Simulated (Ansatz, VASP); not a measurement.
**BAs: VASP beside Ansatz**

File INCAR:

```
SYSTEM = BAs
PREC = Accurate ; ENCUT = 500
EDIFF = 1E-6 ; ISMEAR = 0
SIGMA = 0.05 ; LREAL = .False.
LASPH = .True. ; NELM = 120
ALGO = Normal ; ISIF = 2
LWAVE = .False. ; LCHARG = .False.
GGA = RP ; NBANDS = 11
GGA_COMPAT = .False.
```

KPOINTS

```
regular mesh
0
Gamma
  8 8 8
  0 0 0
```

Contents of POSCAR:

```
BAs
1.0
    0.0000000000      2.3879364644      2.3879364644
    2.3879364644      0.0000000000      2.3879364644
    2.3879364644      2.3879364644      0.0000000000
B As
1 1
Direct
    0.0000000000      0.0000000000      0.0000000000
    0.7500000000      0.7500000000      0.7500000000
```

Input for Ansatz:

```yaml
crystal:
  lattice:
    - [0.0, 2.3879364644, 2.3879364644]
    - [2.3879364644, 0.0, 2.3879364644]
    - [2.3879364644, 2.3879364644, 0.0]
  atoms:
    - { symbol: B, position: [0.0, 0.0, 0.0] }
    - { symbol: As, position: [0.75, 0.75, 0.75] }
basis:
  ecutwfc: 420
  ecutrho_ratio: 4
kpoints:
  mp_grid: { grid: [8, 8, 8] }
hamiltonian:
  xc: rpbe
scf:
  occupations: { method: gaussian, width: 0.05 }
output:
  forces: true
  stress: true
  eigenvalues: true
```

Alike in both runs: task single point; functional RPBE; k mesh 8 × 8 × 8; occupations gaussian, width 0.05 eV; no spin polarisation.

|  | VASP | Ansatz |
| --- | --- | --- |
| version | VASP 6.6.1 | Ansatz 0.2.0 |
| potentials or method | VASP PAW PBE potentials, release 64 (B, As), cutoff 500 eV | scalar-relativistic, plane waves, PAW |
| valence electrons in the cell | 8 | 18 |

```csv
,VASP,Ansatz,Ansatz less VASP
gap on the k mesh at the Fermi level (eV),1.22,1.23,+0.010
least direct gap on the mesh (eV),3.28,3.28,+0.007
pressure (GPa),6.1,5.5,-0.58
```

VASP's potentials were made for PBE, not for RPBE. The functional is the same, so the differences come from potentials, cutoffs and numerics. VASP's potentials hold 8 valence electrons a cell and Ansatz's 18, so a difference there can come from the potentials and not from the codes.
